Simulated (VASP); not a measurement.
Write the native input for VASP 6.6.1 that does the following.

```
Task                   : single point
Functional             : LDA
Potentials or basis    : VASP PAW LDA potentials, release 64 (Al)
Cutoff                 : 520 eV
k mesh                 : 22 × 22 × 22
Occupations            : gaussian, width 0.15 eV
Spin                   : no spin polarisation
Dipole correction      : no
Further INCAR settings : ALGO = Fast; EDIFF = 1e-06; NBANDS = 8
```

The structure of Al lies in POSCAR:

```
Al
1.0
   -1.7195522486      1.7195522486      1.4808783965
    1.7195522486     -1.7195522486      1.4808783965
    1.7195522486      1.7195522486     -1.4808783965
Al
1
Direct
    0.0000000000      0.0000000000      0.0000000000
```

This cell differs from its parent crystal: volume 17.515 Å^3 an atom, c/a of the conventional cell 0.8612.

One way to write it, as run:

INCAR

```
SYSTEM = Al
PREC = Accurate
ENCUT = 520
EDIFF = 1E-6
ISMEAR = 0
SIGMA = 0.15
LREAL = .FALSE.
LASPH = .TRUE.
NELM = 60
ALGO = Fast
ISIF = 2
LWAVE = .FALSE.
LCHARG = .FALSE.
GGA = CA
NBANDS = 8
```

KPOINTS

```
Automatic mesh
0
G
  22 22 22
  0 0 0
```

Potentials or basis: VASP PAW LDA potentials, release 64 (Al).

Launch:

```console
$ cat potpaw_LDA.64/Al/POTCAR > POTCAR
$ mpirun -np 1 vasp_std > vasp.out
```

Results of the run:

```
Pressure : -4.9 GPa
```

Wall time 72 s on 1 thread of AMD EPYC 9R45 (Zen 5), with other jobs on the host, peak memory 0.17 GiB.
